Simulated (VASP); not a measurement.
# CdS (P6_3mc) in VASP: further runs, part 2 of 2

VASP 6.6.1.

### Step 3. Single point, PBE (strain +2.0%)

The input, INCAR:

```
PREC = Accurate
ENCUT = 520
EDIFF = 1E-6
ISMEAR = 0
SIGMA = 0.01
LREAL = False
LASPH = True
NELM = 60
ALGO = Normal
ISIF = 2
LWAVE = False
LCHARG = False
GGA = PE
NBANDS = 26
```

The input, KPOINTS:

```
regular mesh
0
Gamma
  6 6 2
```

The input, POSCAR:

```
CdS
1.0
    4.2478933084      0.0000000000      0.0000000000
   -2.1239466542      3.6787835176      0.0000000000
    0.0000000000      0.0000000000      6.9013306998
Cd S
2 2
Direct
    0.3333333333      0.6666666667     -0.0009631164
    0.6666666667      0.3333333333      0.4990368836
    0.3333333333      0.6666666667      0.3759631164
    0.6666666667      0.3333333333      0.8759631164
```

Potentials or basis: VASP PAW PBE potentials, release 64 (Cd, S).

The run is started by

```
$ cat potpaw_PBE.64/Cd/POTCAR potpaw_PBE.64/S/POTCAR > POTCAR
$ mpirun -np 1 vasp_std > vasp.out
```

OUTCAR:

```text
PREC = Accurate
   ENCUT = 520
   EDIFF = 1E-6
   ISMEAR = 0
   LREAL = False
   LASPH = True
   NELM = 60
   ISIF = 2
   GGA = PE

 ion  position               nearest neighbor table
   1  0.333  0.667  0.999-   4 2.60   4 2.60   4 2.60   3 2.60
   2  0.667  0.333  0.499-   3 2.60   3 2.60   3 2.60   4 2.60
   3  0.333  0.667  0.376-   2 2.60   2 2.60   2 2.60   1 2.60
   4  0.667  0.333  0.876-   1 2.60   1 2.60   1 2.60   2 2.60

  LATTYP: Found a hexagonal cell.
 ALAT       =     4.2478933084
 C/A-ratio  =     1.6246478428

  Lattice vectors:

 A1 = (   4.2478933084,   0.0000000000,   0.0000000000)
 A2 = (  -2.1239466542,   3.6787835176,   0.0000000000)
 A3 = (   0.0000000000,   0.0000000000,   6.9013306998)

Analysis of symmetry for initial positions (statically):
=====================================================================
 Subroutine PRICEL returns:
 Original cell was already a primitive cell.

 Routine SETGRP: Setting up the symmetry group for a
 hexagonal supercell.

 Subroutine GETGRP returns: Found 12 space group operations
 (whereof  6 operations were pure point group operations)
 out of a pool of 24 trial point group operations.

The static configuration has the point symmetry C_3v.
 The point group associated with its full space group is C_6v.

Analysis of symmetry for dynamics (positions and initial velocities):
=====================================================================
 Subroutine PRICEL returns:
 Original cell was already a primitive cell.

 Routine SETGRP: Setting up the symmetry group for a
 hexagonal supercell.

 Subroutine GETGRP returns: Found 12 space group operations
 (whereof  6 operations were pure point group operations)
 out of a pool of 24 trial point group operations.

The dynamic configuration has the point symmetry C_3v.
 The point group associated with its full space group is C_6v.

 Subroutine INISYM returns: Found 12 space group operations
 (whereof  6 operations are pure point group operations),
[... 108 lines left out ...]
     AMIX     =   0.40;   BMIX     =  1.00
     AMIX_MAG =   1.60;   BMIX_MAG =  1.00
  volume/ion in A,a.u.               =      26.96       181.95
  Fermi-wavevector in a.u.,A,eV,Ry     =   1.135635  2.146039 17.546983  1.289667
  Thomas-Fermi vector in A             =   2.272340
   LORBIT       =      0    0 simple, 1 ext, 2 COOP (PROOUT), +10 PAW based schemes
   GGA     = PE    functional components
   LHFCALC =     F    Hartree Fock is set to
   AEXX    =    0.0000 exact exchange contribution
   IVDW    =     0    specifies the selected vdW correction
   LEPSILON=     F    determine dielectric tensor
   LRPA    =     F    only Hartree local field effects (RPA)
 non-spin polarized calculation
 Gauss-broadening in eV      SIGMA  =   0.01
  energy-cutoff  :      520.00
  volume of cell :      107.85
 maximum number of plane-waves:      2922
 NGX is ok and might be reduce to    32
   NGX = 15   NGY = 15   NGZ = 25

 number of electron      36.0000000 magnetization

 Free energy of the ion-electron system (eV)
  ---------------------------------------------------
  ext. energy  EPLUGINS =         0.00000000
  ---------------------------------------------------
  free energy    TOTEN  =       -12.28178913 eV

  energy without entropy =      -12.28178913  energy(sigma->0) =      -12.28178913

 E-fermi :   0.6951     XC(G=0):  -8.7595

 val. band max:        0.6376209915   @ k =   0.0000   0.0000   0.0000
 cond. band min:       1.6687874234   @ k =   0.0000   0.0000   0.0000
 fundamental gap:      1.0311664319
 Fermi energy:         0.6951431125

 k-point     1 :       0.0000    0.0000    0.0000
  band No.  band energies     occupation
      1     -11.2582      2.00000
      2     -10.9000      2.00000
      3      -6.8121      2.00000
      4      -6.8082      2.00000
      5      -6.8082      2.00000
      6      -6.7410      2.00000
[... 395 lines left out ...]
     25       9.9325      0.00000
     26       9.9455      0.00000

------------------------ aborting loop because EDIFF is reached ----------------------------------------

  FORCE on cell =-STRESS in cart. coord.  units (eV):
  Direction    XX          YY          ZZ          XY          YZ          ZX
  --------------------------------------------------------------------------------------
  -------------------------------------------------------------------------------------
  Total       -1.0111754     -1.0111754     -0.9790084      0.0000000      0.0000000      0.0000000
  in kB      -15.0219528    -15.0219528    -14.5440826      0.0000000      0.0000000      0.0000000
  external PRESSURE =     -14.8626627 kB  Pullay stress =       0.0000000 kB

 VOLUME and BASIS-vectors are now :
 -----------------------------------------------------------------------------
  energy-cutoff  :      520.00
  volume of cell :      107.85
      direct lattice vectors                 reciprocal lattice vectors
     4.247893308  0.000000000  0.000000000     0.235410809  0.135914494  0.000000000
    -2.123946654  3.678783518  0.000000000     0.000000000  0.271828988  0.000000000
     0.000000000  0.000000000  6.901330700     0.000000000  0.000000000  0.144899592

 POSITION                                       TOTAL-FORCE (eV/Angst)
 -----------------------------------------------------------------------------------
     -0.00000      2.45252      6.89468         0.000000     -0.000000      0.001721
      2.12395      1.22626      3.44402        -0.000000      0.000000      0.001721
     -0.00000      2.45252      2.59465         0.000000     -0.000000     -0.001721
      2.12395      1.22626      6.04531        -0.000000      0.000000     -0.001721
 -----------------------------------------------------------------------------------
    total drift:                               -0.000000      0.000000     -0.000499

  FREE ENERGIE OF THE ION-ELECTRON SYSTEM (eV)
  ---------------------------------------------------
  free  energy   TOTEN  =       -12.2817891257 eV

  energy  without entropy=      -12.2817891257  energy(sigma->0) =      -12.28178913
```

Wall time 63 s (1 thread of Intel Xeon 8259CL, shared host); peak memory 0.23 GiB.

Results:

```
Free energy            : -12.2818 eV
Pressure               : -1.5 GPa
Band gap on the k mesh : 1.03 eV
```

Caveat: the k points lie up to 0.46 Å⁻¹ apart; the cell differs from its parent crystal (strain +2.0%).

### Step 4. Single point, PBE (strain +3.0%)

The input, INCAR:

```
SYSTEM = CdS
PREC = Accurate ; ENCUT = 520
EDIFF = 1E-7 ; ISMEAR = 0
SIGMA = 0.01 ; LREAL = .False.
LASPH = .True. ; NELM = 60
ALGO = Normal ; ISIF = 2
LWAVE = .False. ; LCHARG = .False.
GGA = PE ; NBANDS = 26
```

The input, KPOINTS:

```
Automatic mesh
0
Gamma
  6 6 2
  0 0 0
```

The input, POSCAR:

```
CdS
1.0
    4.2895393212      0.0000000000      0.0000000000
   -2.1447696606      3.7148500227      0.0000000000
    0.0000000000      0.0000000000      6.9689908047
Cd S
2 2
Direct
    0.3333333333      0.6666666667     -0.0009631164
    0.6666666667      0.3333333333      0.4990368836
    0.3333333333      0.6666666667      0.3759631164
    0.6666666667      0.3333333333      0.8759631164
```

Potentials or basis: VASP PAW PBE potentials, release 64 (Cd, S).

The run is started by

```
$ cat potpaw_PBE.64/Cd/POTCAR potpaw_PBE.64/S/POTCAR > POTCAR
$ mpirun -np 1 vasp_std > vasp.out
```

OUTCAR:

```text
SYSTEM = CdS
   PREC = Accurate
   ENCUT = 520
   EDIFF = 1E-7
   ISMEAR = 0
   LREAL = .False.
   LASPH = .True.
   NELM = 60
   ISIF = 2
   GGA = PE

 ion  position               nearest neighbor table
   1  0.333  0.667  0.999-   4 2.62   4 2.62   4 2.62   3 2.63
   2  0.667  0.333  0.499-   3 2.62   3 2.62   3 2.62   4 2.63
   3  0.333  0.667  0.376-   2 2.62   2 2.62   2 2.62   1 2.63
   4  0.667  0.333  0.876-   1 2.62   1 2.62   1 2.62   2 2.63

  LATTYP: Found a hexagonal cell.
 ALAT       =     4.2895393212
 C/A-ratio  =     1.6246478428

  Lattice vectors:

 A1 = (   4.2895393212,   0.0000000000,   0.0000000000)
 A2 = (  -2.1447696606,   3.7148500227,   0.0000000000)
 A3 = (   0.0000000000,   0.0000000000,   6.9689908047)

Analysis of symmetry for initial positions (statically):
=====================================================================
 Subroutine PRICEL returns:
 Original cell was already a primitive cell.

 Routine SETGRP: Setting up the symmetry group for a
 hexagonal supercell.

 Subroutine GETGRP returns: Found 12 space group operations
 (whereof  6 operations were pure point group operations)
 out of a pool of 24 trial point group operations.

The static configuration has the point symmetry C_3v.
 The point group associated with its full space group is C_6v.

Analysis of symmetry for dynamics (positions and initial velocities):
=====================================================================
 Subroutine PRICEL returns:
 Original cell was already a primitive cell.

 Routine SETGRP: Setting up the symmetry group for a
 hexagonal supercell.

 Subroutine GETGRP returns: Found 12 space group operations
 (whereof  6 operations were pure point group operations)
 out of a pool of 24 trial point group operations.

The dynamic configuration has the point symmetry C_3v.
 The point group associated with its full space group is C_6v.

 Subroutine INISYM returns: Found 12 space group operations
[... 109 lines left out ...]
     AMIX     =   0.40;   BMIX     =  1.00
     AMIX_MAG =   1.60;   BMIX_MAG =  1.00
  volume/ion in A,a.u.               =      27.76       187.35
  Fermi-wavevector in a.u.,A,eV,Ry     =   1.124609  2.125204 17.207919  1.264746
  Thomas-Fermi vector in A             =   2.261282
   LORBIT       =      0    0 simple, 1 ext, 2 COOP (PROOUT), +10 PAW based schemes
   GGA     = PE    functional components
   LHFCALC =     F    Hartree Fock is set to
   AEXX    =    0.0000 exact exchange contribution
   IVDW    =     0    specifies the selected vdW correction
   LEPSILON=     F    determine dielectric tensor
   LRPA    =     F    only Hartree local field effects (RPA)
 non-spin polarized calculation
 Gauss-broadening in eV      SIGMA  =   0.01
  energy-cutoff  :      520.00
  volume of cell :      111.05
 maximum number of plane-waves:      3006
 NGX is ok and might be reduce to    32
   NGX = 15   NGY = 15   NGZ = 25

 number of electron      35.9999996 magnetization

 Free energy of the ion-electron system (eV)
  ---------------------------------------------------
  ext. energy  EPLUGINS =         0.00000000
  ---------------------------------------------------
  free energy    TOTEN  =       -12.23950266 eV

  energy without entropy =      -12.23950266  energy(sigma->0) =      -12.23950266

 E-fermi :   0.5280     XC(G=0):  -8.6275

 val. band max:        0.4195142934   @ k =   0.0000   0.0000   0.0000
 cond. band min:       1.3793643584   @ k =   0.0000   0.0000   0.0000
 fundamental gap:      0.9598500650
 Fermi energy:         0.5279613573

 k-point     1 :       0.0000    0.0000    0.0000
  band No.  band energies     occupation
      1     -11.3270      2.00000
      2     -10.9929      2.00000
      3      -6.9600      2.00000
      4      -6.9563      2.00000
      5      -6.9563      2.00000
      6      -6.8947      2.00000
[... 395 lines left out ...]
     25       9.6104      0.00000
     26       9.6495      0.00000

------------------------ aborting loop because EDIFF is reached ----------------------------------------

  FORCE on cell =-STRESS in cart. coord.  units (eV):
  Direction    XX          YY          ZZ          XY          YZ          ZX
  --------------------------------------------------------------------------------------
  -------------------------------------------------------------------------------------
  Total       -1.9171780     -1.9171780     -1.8820415      0.0000000     -0.0000000     -0.0000000
  in kB      -27.6599374    -27.6599374    -27.1530081      0.0000000     -0.0000000     -0.0000000
  external PRESSURE =     -27.4909610 kB  Pullay stress =       0.0000000 kB

 VOLUME and BASIS-vectors are now :
 -----------------------------------------------------------------------------
  energy-cutoff  :      520.00
  volume of cell :      111.05
      direct lattice vectors                 reciprocal lattice vectors
     4.289539321  0.000000000  0.000000000     0.233125267  0.134594936  0.000000000
    -2.144769661  3.714850023  0.000000000     0.000000000  0.269189871  0.000000000
     0.000000000  0.000000000  6.968990805     0.000000000  0.000000000  0.143492799

 POSITION                                       TOTAL-FORCE (eV/Angst)
 -----------------------------------------------------------------------------------
     -0.00000      2.47657      6.96228         0.000000     -0.000000      0.001162
      2.14477      1.23828      3.47778        -0.000000      0.000000      0.001162
     -0.00000      2.47657      2.62008        -0.000000      0.000000     -0.001162
      2.14477      1.23828      6.10458         0.000000      0.000000     -0.001162
 -----------------------------------------------------------------------------------
    total drift:                               -0.000000     -0.000000      0.000334

  FREE ENERGIE OF THE ION-ELECTRON SYSTEM (eV)
  ---------------------------------------------------
  free  energy   TOTEN  =       -12.2395026637 eV

  energy  without entropy=      -12.2395026637  energy(sigma->0) =      -12.23950266
```

OSZICAR:

```text
N       E                     dE             d eps       ncg     rms          rms(c)
DAV:   1     0.243171567926E+03    0.24317E+03   -0.17398E+04   728   0.126E+03
DAV:   2     0.405699639080E+00   -0.24277E+03   -0.23492E+03   800   0.312E+02
DAV:   3    -0.132307875583E+02   -0.13636E+02   -0.13553E+02   868   0.734E+01
DAV:   4    -0.133784812754E+02   -0.14769E+00   -0.14756E+00   810   0.727E+00
DAV:   5    -0.133808267255E+02   -0.23455E-02   -0.23453E-02   830   0.932E-01    0.907E+00
DAV:   6    -0.122578362300E+02    0.11230E+01   -0.20656E+00   940   0.133E+01    0.747E+00
DAV:   7    -0.122403502109E+02    0.17486E-01   -0.56526E-01   748   0.400E+00    0.387E+00
DAV:   8    -0.122403486047E+02    0.16062E-05   -0.54572E-02   774   0.222E+00    0.371E-01
DAV:   9    -0.122388671536E+02    0.14815E-02   -0.10370E-02   808   0.111E+00    0.114E-01
DAV:  10    -0.122393416484E+02   -0.47449E-03   -0.11161E-03   772   0.254E-01    0.125E-01
DAV:  11    -0.122395064129E+02   -0.16476E-03   -0.18764E-04   792   0.823E-02    0.644E-02
DAV:  12    -0.122395010547E+02    0.53582E-05   -0.87866E-05   798   0.620E-02    0.712E-03
DAV:  13    -0.122395025097E+02   -0.14550E-05   -0.96691E-06   804   0.172E-02    0.639E-03
DAV:  14    -0.122395027501E+02   -0.24042E-06   -0.22505E-07   700   0.250E-03    0.320E-03
DAV:  15    -0.122395025927E+02    0.15736E-06   -0.49455E-07   650   0.408E-03    0.255E-03
DAV:  16    -0.122395026637E+02   -0.70920E-07   -0.38080E-08   524   0.126E-03
   1 F= -.12239503E+02 E0= -.12239503E+02  d E =-.131433E-54
```

stdout:

```text
POSCAR found type information on POSCAR CdS
 POSCAR found :  2 types and       4 ions
 scaLAPACK will be used
 LDA part: xc-table for (Slater+PW92), standard interpolation
 POSCAR, INCAR and KPOINTS ok, starting setup
 FFT: planning ... GRIDC
 FFT: planning ... GRID_SOFT
 FFT: planning ... GRID
 WAVECAR not read
 entering main loop
```

It took 63 s on 1 thread of Intel Xeon 8259CL, shared host; peak memory 0.23 GiB.

What came out:

- Free energy: -12.2395 eV
- Pressure: -2.7 GPa
- Band gap on the k mesh: 0.96 eV

Caveat: the k points lie up to 0.45 Å⁻¹ apart; the cell differs from its parent crystal (strain +3.0%).

### Step 5. Overview

| cell | gap on the mesh (eV) | pressure (GPa) |
| --- | --- | --- |
| a = 4.165, b = 4.165, c = 6.766 Å, angles 90.0, 90.0, 120.0°, 4 atoms | 1.17 | 1.7 |
| a = 4.248, b = 4.248, c = 6.901 Å, angles 90.0, 90.0, 120.0°, 4 atoms | 1.03 | -1.5 |
| a = 4.290, b = 4.290, c = 6.969 Å, angles 90.0, 90.0, 120.0°, 4 atoms | 0.96 | -2.7 |

Alike in all rows: task single point; level PBE; potentials or basis VASP PAW PBE potentials, release 64 (Cd, S); no spin polarisation; k mesh 6 × 6 × 2; cutoff (eV) 520; smearing gaussian 0.01 eV.

Caveats: all runs use coarse meshes.

Absolute energies hang on the potentials; compare differences alone.
